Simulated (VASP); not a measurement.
# TiTe2 (P-3m1) in VASP: further runs, part 2 of 3

VASP 6.6.1.

## 3. Relaxation of shape and atoms at fixed volume, PBE+D3(BJ) (volume scaled by 1.03)

The input, INCAR:

```
SYSTEM = TiTe2
PREC     = Accurate       ! precision mode
ENCUT    = 600            ! plane-wave cutoff, eV
EDIFF    = 1E-6           ! SCF threshold, eV
ISMEAR   = 0              ! smearing method
SIGMA    = 0.1            ! smearing width, eV
LREAL    = .FALSE.        ! projectors in reciprocal space
LASPH    = .TRUE.         ! aspherical terms in the spheres
NELM     = 100            ! most SCF steps
ALGO     = Normal         ! electronic algorithm
ISIF     = 4              ! what is computed and relaxed
LWAVE    = .FALSE.        ! write WAVECAR
LCHARG   = .FALSE.        ! write CHGCAR
GGA      = PE             ! functional
IVDW     = 12             ! dispersion correction
IBRION   = 2              ! ionic algorithm
NSW      = 50             ! ionic steps
EDIFFG   = -0.01          ! ionic threshold
```

The input, KPOINTS:

```
regular mesh
0
G
  15 15 8
  0 0 0
```

The input, POSCAR:

```
TiTe2
1.0
    3.7328841313      0.0000000000      0.0000000000
   -1.8664420656      3.2327724871      0.0000000000
    0.0000000000      0.0000000000      6.4460334427
Ti Te
1 2
Direct
    0.0000000000      0.0000000000      0.0000000000
    0.6666666667      0.3333333333      0.2711838255
    0.3333333333      0.6666666667      0.7288161745
```

Potentials or basis: VASP PAW PBE potentials, release 64 (Ti_sv, Te).

Started as:

```sh
$ cat potpaw_PBE.64/Ti_sv/POTCAR potpaw_PBE.64/Te/POTCAR > POTCAR
$ mpirun -np 1 vasp_std > vasp.out
```

OUTCAR:

```text
SYSTEM = TiTe2
   PREC = Accurate
   ENCUT = 600
   EDIFF = 1E-6
   ISMEAR = 0
   LREAL = .FALSE.
   LASPH = .TRUE.
   NELM = 100
   ISIF = 4
   GGA = PE
   IVDW = 12
   IBRION = 2
   NSW = 50
   EDIFFG = -0.01
 IVDW          = 12

 ion  position               nearest neighbor table
   1  0.000  0.000  0.000-   2 2.77   3 2.77   3 2.77   2 2.77   2 2.77   3 2.77
   2  0.667  0.333  0.271-   1 2.77   1 2.77   1 2.77   3 3.65   3 3.65   3 3.65
   3  0.333  0.667  0.729-   1 2.77   1 2.77   1 2.77   2 3.65   2 3.65   2 3.65

  LATTYP: Found a hexagonal cell.
 ALAT       =     3.7328841313
 C/A-ratio  =     1.7268238756

  Lattice vectors:

 A1 = (   3.7328841313,   0.0000000000,   0.0000000000)
 A2 = (  -1.8664420656,   3.2327724871,   0.0000000000)
 A3 = (   0.0000000000,   0.0000000000,   6.4460334427)

Analysis of symmetry for initial positions (statically):
=====================================================================
 Subroutine PRICEL returns:
 Original cell was already a primitive cell.

 Routine SETGRP: Setting up the symmetry group for a
 hexagonal supercell.

 Subroutine GETGRP returns: Found 12 space group operations
 (whereof 12 operations were pure point group operations)
 out of a pool of 24 trial point group operations.

The static configuration has the point symmetry D_3d.

Analysis of symmetry for dynamics (positions and initial velocities):
=====================================================================
 Subroutine PRICEL returns:
 Original cell was already a primitive cell.

 Routine SETGRP: Setting up the symmetry group for a
 hexagonal supercell.

 Subroutine GETGRP returns: Found 12 space group operations
 (whereof 12 operations were pure point group operations)
 out of a pool of 24 trial point group operations.

The dynamic configuration has the point symmetry D_3d.

 Subroutine INISYM returns: Found 12 space group operations
 (whereof 12 operations are pure point group operations),
 and found     1 'primitive' translations

[... 102 lines left out ...]
   ISIF   =      4    stress and relaxation
   ISYM   =      2    0-nonsym 1-usesym 2-fastsym
   POTIM  = 0.5000    time-step for ionic-motion
   TEBEG  =    0.0;   TEEND  =   0.0 temperature during run
   PSTRESS=    0.0 pullay stress
   NELECT =      24.0000    total number of electrons
   NUPDOWN=      -1.0000    fix difference up-down
   EMIN   =  10.00;   EMAX   =-10.00  energy-range for DOS
   EFERMI =   0.00;   METHOD = LEGACY
   ISMEAR =     0;   SIGMA  =   0.10  broadening in eV -4-tet -1-fermi 0-gaus
   EFERMI_NEDOS =   21; number of points for ismear=-14 and -15
   IALGO  =     38    algorithm
   IMIX   =      4    mixing-type and parameters
     AMIX     =   0.40;   BMIX     =  1.00
     AMIX_MAG =   1.60;   BMIX_MAG =  1.00
  volume/ion in A,a.u.               =      25.93       174.98
  Fermi-wavevector in a.u.,A,eV,Ry     =   1.106219  2.090451 16.649733  1.223721
  Thomas-Fermi vector in A             =   2.242717
   LORBIT       =      0    0 simple, 1 ext, 2 COOP (PROOUT), +10 PAW based schemes
   GGA     = PE    functional components
   LHFCALC =     F    Hartree Fock is set to
   AEXX    =    0.0000 exact exchange contribution
   IVDW    =    12    specifies the selected vdW correction
   LEPSILON=     F    determine dielectric tensor
   LRPA    =     F    only Hartree local field effects (RPA)
 conjugate gradient relaxation of ions
 non-spin polarized calculation
 Gauss-broadening in eV      SIGMA  =   0.10
  energy-cutoff  :      600.00
  volume of cell :       77.79
 maximum number of plane-waves:      2623
 NGX is ok and might be reduce to    30
   NGX = 15   NGY = 15   NGZ = 25

--------------------------------------- Ionic step        1  -------------------------------------------

 number of electron      24.0000003 magnetization

 Free energy of the ion-electron system (eV)
  ---------------------------------------------------
  ext. energy  EPLUGINS =         0.00000000
  ---------------------------------------------------
  free energy    TOTEN  =       -16.17982216 eV

  energy without entropy =      -16.17234432  energy(sigma->0) =      -16.17608324

------------------------ aborting loop because EDIFF is reached ----------------------------------------

 Edisp (eV)   -1.52246

 E8    (eV) :    -0.7056
[... 278 lines left out ...]
--------------------------------------- Ionic step        8  -------------------------------------------

 number of electron      24.0000003 magnetization

 Free energy of the ion-electron system (eV)
  ---------------------------------------------------
  ext. energy  EPLUGINS =         0.00000000
  ---------------------------------------------------
  free energy    TOTEN  =       -16.18601576 eV

  energy without entropy =      -16.17860053  energy(sigma->0) =      -16.18230815

 E-fermi :   7.2385     XC(G=0): -10.0214

 val. band max:        7.2354592420   @ k =   0.3333   0.0000   0.5000
 cond. band min:       7.2547502453   @ k =   0.2667   0.0000   0.2500
 fundamental gap:      0.0192910033
 Fermi energy:         7.2385058131

 k-point     1 :       0.0000    0.0000    0.0000
  band No.  band energies     occupation
      1     -50.1986      2.00000
      2     -26.4605      2.00000
      3     -26.4605      2.00000
      4     -26.4224      2.00000
      5      -5.3681      2.00000
      6      -3.8043      2.00000
[... 433 lines left out ...]
      3     -26.4822      2.00000
      4     -26.4102      2.00000
      5      -3.3420      2.00000
      6      -3.1719      2.00000
[... 8 lines left out ...]
     15       8.7219      0.00000
     16       9.4677      0.00000

 [... further k-points ...]

------------------------ aborting loop because EDIFF is reached ----------------------------------------

 Edisp (eV)   -1.52210

 E8    (eV) :    -0.7054
[... 26 lines left out ...]
  FREE ENERGIE OF THE ION-ELECTRON SYSTEM (eV)
  ---------------------------------------------------
  free  energy   TOTEN  =       -17.7081131255 eV

  energy  without entropy=      -17.7006978911  energy(sigma->0) =      -17.70440551

 reached required accuracy - stopping structural energy minimisation
```

OSZICAR:

```text
N       E                     dE             d eps       ncg     rms          rms(c)
DAV:   1     0.189604977268E+03    0.18960E+03   -0.11883E+04  6144   0.156E+03
[... 62 lines left out ...]
       N       E                     dE             d eps       ncg     rms          rms(c)
DAV:   1    -0.161876505462E+02   -0.16964E-02   -0.11640E-01  6192   0.392E+00    0.349E-01
DAV:   2    -0.161870073351E+02    0.64321E-03   -0.17425E-02  6600   0.926E-01    0.253E-01
DAV:   3    -0.161863704668E+02    0.63687E-03   -0.98494E-03  8456   0.637E-01    0.130E-01
DAV:   4    -0.161860326611E+02    0.33781E-03   -0.20613E-03  7816   0.285E-01    0.567E-02
DAV:   5    -0.161860155365E+02    0.17125E-04   -0.12215E-04  7032   0.806E-02    0.142E-02
DAV:   6    -0.161860157632E+02   -0.22679E-06   -0.43748E-06  7696   0.166E-02
   8 F= -.17708113E+02 E0= -.17704406E+02  d E =-.871866E-03
```

CONTCAR:

```text
TiTe2
   1.00000000000000
     3.7245691197948028   -0.0000000000038108    0.0000000000000000
    -1.8622845598508129    3.2255714759042493   -0.0000000000000000
     0.0000000000000000   -0.0000000000000000    6.4748468004791668
  Ti              Te
     1     2
Direct
     0.0000000000000000    0.0000000000000000    0.0000000000000000
     0.6666666667000030    0.3333333332999970    0.2671152183396083
     0.3333333332999970    0.6666666667000030    0.7328847816603917

  0.00000000E+00  0.00000000E+00  0.00000000E+00
  0.00000000E+00  0.00000000E+00  0.00000000E+00
  0.00000000E+00  0.00000000E+00  0.00000000E+00
```

It took 9.7 min on 1 thread of Intel Xeon 6975P-C (Granite Rapids), shared host; peak memory 0.46 GiB.

Results:

* Free energy: -17.7081 eV
* Energy gained by relaxing: 1.9 meV/atom
* Ionic steps: 8
* Pressure after relaxing: -1.1 GPa
* Band gap on the k mesh: zero (band 12 reaches 7.65 eV, above the bottom of band 13 at 6.90 eV)
* Dispersion energy per atom: -0.507 eV

The path:
```tsv
step	energy change (eV)	largest force (eV/Å)	pressure (GPa)	volume (Å³)
1	0.0000	0.2315	-1.97	77.79
2	-0.0039	0.1134	-1.58	77.79
3	-0.0050	0.0217	-1.27	77.79
4	-0.0050	0.0145	-1.25	77.79
5	-0.0055	0.0093	-1.20	77.79
6	-0.0058	0.0036	-1.14	77.79
7	-0.0056	0.0070	-1.03	77.79
8	-0.0058	0.0003	-1.11	77.79
```

Final structure:
```xyz
3
Lattice="3.7246 0.0000 0.0000 -1.8623 3.2256 0.0000 0.0000 0.0000 6.4748" Properties=species:S:1:pos:R:3 pbc="T T T"
Ti    0.0000    0.0000    0.0000
Te    1.8623    1.0752    1.7295
Te    0.0000    2.1504    4.7453
```

Levels at points of the mesh, in eV from the Fermi level:
| k point | band 10 | band 11 | band 12 | band 13 | band 14 | band 15 |
| --- | --- | --- | --- | --- | --- | --- |
| (0.00, 0.00, 0.00) | 0.25 | 0.41 | 0.41 | 0.55 | 1.19 | 1.19 |
| (0.00, 0.00, 0.50) | -1.54 | 0.40 | 0.40 | 0.83 | 0.83 | 1.02 |

Caveat: the cell differs from its parent crystal (volume scaled by 1.03); spin-orbit coupling is left out, which moves the levels of the heavy elements.

## 4. Relaxation of cell and atoms, PBE+D3(BJ)

This run uses another cell than the first one, of 26.76 Å³/atom, 1.298 times its volume.

The input, INCAR:

```
SYSTEM = TiTe2
PREC = Accurate ; ENCUT = 600
EDIFF = 1E-6 ; ISMEAR = 0
SIGMA = 0.1 ; LREAL = .False.
LASPH = .True. ; NELM = 100
ALGO = Normal ; ISIF = 3
LWAVE = .False. ; LCHARG = .False.
GGA = PE ; IVDW = 12
IBRION = 2 ; NSW = 100
EDIFFG = -0.005
```

The input, KPOINTS:

```
Automatic mesh
0
Gamma
  15 15 8
  0 0 0
```

The input, POSCAR:

```
TiTe2
1.0
    3.7770000000      0.0000000000      0.0000000000
   -1.8885000000      3.2709779501      0.0000000000
    0.0000000000      0.0000000000      6.4980000000
Ti Te
1 2
Direct
    0.0000000000      0.0000000000      0.0000000000
    0.6666666667      0.3333333333      0.2628000000
    0.3333333333      0.6666666667      0.7372000000
```

Started as:

```sh
$ cat potpaw_PBE.64/Ti_sv/POTCAR potpaw_PBE.64/Te/POTCAR > POTCAR
$ mpirun -np 1 vasp_std > vasp.out
```

It took 21 min on 1 thread of Intel Xeon Platinum 8488C (Sapphire Rapids), shared host; peak memory 0.49 GiB.

It converged, with:

```yaml
Free_energy: -17.7169 eV
Relaxed_volume: 25.14 Å³/atom
Relaxed_cell: a = 3.695 Å, b = 3.695 Å, c = 6.380 Å, α = 90.00°, β = 90.00°, γ = 120.00°
Space_group_after_relaxing_to_0.05_Å: P-3m1 (No. 164)
Energy_gained_by_relaxing: 12.1 meV/atom
Ionic_steps: 10
Pressure_after_relaxing: 0.0 GPa
Band_gap_on_the_k_mesh: zero (band 12 reaches 8.07 eV, above the bottom of band 13 at 7.26 eV)
Dispersion_energy_per_atom: -0.523 eV
```

The path:
```
step  energy change (eV)  largest force (eV/Å)  pressure (GPa)  volume (Å³)
   1              0.0000                0.0433           -2.04        80.28
   2             -0.0163                0.4428            1.13        76.38
   3             -0.0195                0.3247            0.15        77.47
   4             -0.0286                0.2020            0.06        76.88
   5             -0.0322                0.0538           -0.03        76.18
   6             -0.0339                0.0363           -0.05        76.00
   7             -0.0361                0.0205           -0.08        75.47
   8             -0.0361                0.0164           -0.08        75.51
   9             -0.0360                0.0282            0.20        75.26
  10             -0.0362                0.0018            0.01        75.42
```

Final structure:
```
CELL_PARAMETERS angstrom
3.69481 0.00000 0.00000
-1.84740 3.19980 0.00000
0.00000 0.00000 6.37967
ATOMIC_POSITIONS crystal
Ti 0.00000 0.00000 0.00000
Te 0.66667 0.33333 0.27152
Te 0.33333 0.66667 0.72848
```

Levels at points of the mesh, in eV from the Fermi level:
```
           k point  band 10  band 11  band 12  band 13  band 14  band 15
(0.00, 0.00, 0.00)     0.23     0.43     0.43     0.70     1.27     1.27
(0.00, 0.00, 0.50)    -1.52     0.42     0.42     0.84     0.84     1.08
```

Caveat: spin-orbit coupling is left out, which moves the levels of the heavy elements.

(Continued in part 3 of 3.)
